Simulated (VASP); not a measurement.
Crystal: NbGaSe3.

```
Nb Ga Se
1.0
     4.60449    0.00000    0.00000
     0.00000    4.60449    0.00000
     0.00000    0.00000    4.60449
Nb Ga Se
1 1 3
Direct
  0.00000 0.00000 0.00000
  0.50000 0.50000 0.50000
  0.00000 0.50000 0.50000
  0.50000 0.00000 0.50000
  0.50000 0.50000 0.00000
```

The cell was generated, and may not be a known phase.

Base run:

* Program: VASP 6.6.1
* Functional: PBE
* Potentials or basis: VASP PAW PBE potentials, release 64 (Nb_sv, Ga_d, Se)
* Cutoff: 520 eV
* k mesh: 4 × 4 × 4
* Occupations: gaussian, width 0.1 eV
* Spin: collinear spin
* Starting moments: [2.1, 0.0, -0.12, -0.12, -0.12] μB

Its results: pressure 16.2 GPa.

Question: The run is repeated on the same cell with these changes: spin from collinear spin to no spin polarisation; further incar settings from ALGO = Normal; EDIFF = 1e-07; NBANDS = 34 to ALGO = Normal; EDIFF = 1e-07; NBANDS = 30. What comes out?

Answer: Pressure 14.3 GPa.

Caveats: the cell stands under pressure.
